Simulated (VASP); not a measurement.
Crystal: Ta2N.

```
CELL_PARAMETERS angstrom
3.51037 0.00000 0.00000
-1.75518 3.04007 0.00000
0.00000 0.00000 4.74555
ATOMIC_POSITIONS crystal
Ta 0.66667 0.33333 0.33710
Ta 0.00000 0.00000 0.49221
N 0.33333 0.66667 0.81968
```

| Item | Value |
| --- | --- |
| Program | VASP 6.6.1 |
| Task | relaxation of cell and atoms |
| Functional | PBE |
| Potentials or basis | VASP PAW PBE potentials, release 64 (Ta_pv, N) |
| Cutoff | 600 eV |
| k mesh | 6 × 6 × 4 |
| Occupations | gaussian, width 0.1 eV |
| Spin | no spin polarisation |

At the start: pressure 40.6 GPa; volume 16.88 Å³/atom.

Q: Where does the relaxation end?

A: Over 27 steps the energy falls by 4913.3 meV/atom and the volume is 13.60 Å³/atom (-19.4 %); space group P-3m1 (No. 164, to 0.05 Å).

Step by step:
| step | energy change (eV) | largest force (eV/Å) | pressure (GPa) | volume (Å³) |
| --- | --- | --- | --- | --- |
| 1 | 0.0000 | 11.1268 | 40.64 | 50.64 |
| 2 | -2.6358 | 1.0462 | -29.20 | 86.45 |
| 3 | -4.7959 | 5.6580 | -15.02 | 68.60 |
| 4 | -8.7021 | 3.2400 | -23.09 | 57.24 |
| 5 | 6.0854 | 19.8189 | 250.11 | 30.75 |
| 6 | -8.4693 | 6.4844 | -9.28 | 52.43 |
| 7 | -10.6798 | 2.3920 | 23.58 | 40.64 |
| 8 | -10.7766 | 3.3309 | 5.93 | 43.29 |
| 9 | -10.8168 | 2.7920 | 11.49 | 42.28 |
| 10 | -10.9512 | 5.9130 | 13.09 | 45.71 |
| 11 | -11.3168 | 3.1641 | 7.76 | 44.13 |
| 12 | -12.1864 | 2.9138 | -21.15 | 50.36 |
| 13 | -12.2012 | 2.8005 | -23.09 | 50.95 |
| 14 | -12.6375 | 2.6576 | -25.00 | 50.75 |
| 15 | -13.5198 | 1.0308 | -28.09 | 49.82 |
| 16 | -14.1223 | 1.9975 | -14.81 | 45.67 |
| 17 | -14.2943 | 3.0753 | -0.35 | 42.79 |
| 18 | -14.2965 | 3.2616 | 2.20 | 42.37 |
| 19 | -14.4992 | 2.6444 | 2.91 | 41.56 |
| 20 | -14.6944 | 0.6032 | 9.36 | 39.62 |
| 21 | -14.6969 | 0.8903 | 8.24 | 39.84 |
| 22 | -14.7336 | 0.2878 | -2.13 | 41.17 |
| 23 | -14.7344 | 0.3171 | -0.87 | 40.99 |
| 24 | -14.7378 | 0.2042 | -0.51 | 40.92 |
| 25 | -14.7399 | 0.0440 | 0.12 | 40.79 |
| 26 | -14.7399 | 0.0445 | 0.12 | 40.79 |
| 27 | -14.7400 | 0.0181 | 0.02 | 40.81 |

Final structure:
```
Ta N
1.0
     3.11385    0.00000    0.00000
    -1.55692    2.69667    0.00000
     0.00000    0.00000    4.85994
Ta N
2 1
Direct
  0.66667 0.33333 0.13597
  0.00000 0.00000 0.62999
  0.33333 0.66667 0.88303
```

Caveat: the volume moved by over 15 % at a fixed basis, so the end points are rough.
